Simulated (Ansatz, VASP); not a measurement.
RbCl in VASP and in Ansatz

Contents of INCAR:

```
SYSTEM = RbCl
  PREC = Accurate
  ENCUT = 500
  EDIFF = 1E-6
  ISMEAR = 0
  SIGMA = 0.05
  LREAL = .False.
  LASPH = .True.
  NELM = 120
  ALGO = Normal
  ISIF = 2
  LWAVE = .False.
  LCHARG = .False.
  GGA = PE
  NBANDS = 15
  GGA_COMPAT = .False.
```

KPOINTS

```
Automatic mesh
0
Gamma
  6 6 6
  0 0 0
```

The input POSCAR:

```
RbCl
1.0
    0.0081850000      3.2740000000      3.2740000000
    3.2740000000      0.0081850000      3.2740000000
    3.2821850000      3.2821850000      0.0000000000
Rb Cl
1 1
Direct
    0.0000000000      0.0000000000      0.0000000000
    0.5000000000      0.5000000000      0.5000000000
```

Input for Ansatz:

```yaml
crystal:
  lattice:
    - [0.008185, 3.274, 3.274]
    - [3.274, 0.008185, 3.274]
    - [3.282185, 3.282185, 0.0]
  atoms:
    - { symbol: Rb, position: [0.0, 0.0, 0.0] }
    - { symbol: Cl, position: [0.5, 0.5, 0.5] }
basis:
  ecutwfc: 420
kpoints:
  mp_grid: { grid: [6, 6, 6] }
hamiltonian:
  xc: pbe
scf:
  occupations: { method: gaussian, width: 0.05 }
output:
  forces: true
  stress: true
  eigenvalues: true
```

Change from the starting cell: strain +0.0050 x Voigt [0, 0, 0, 0, 0, 1], atoms carried along.

Alike in both runs: task single point; functional PBE; k mesh 6 × 6 × 6; occupations gaussian, width 0.05 eV; no spin polarisation.

|  | VASP | Ansatz |
| --- | --- | --- |
| version | VASP 6.6.1 | Ansatz 0.2.0 |
| potentials or method | VASP PAW PBE potentials, release 64 (Rb_sv, Cl), cutoff 500 eV | scalar-relativistic, plane waves, PAW |
| valence electrons in the cell | 16 | 16 |

```tsv
	VASP	Ansatz	Ansatz less VASP
gap on the k mesh at the Fermi level (eV)	5.04	5.05	+0.003
least direct gap on the mesh (eV)	5.04	5.05	+0.003
pressure (GPa)	1.2	1.2	0.00
```

The functional is the same, so the differences come from potentials, cutoffs and numerics.
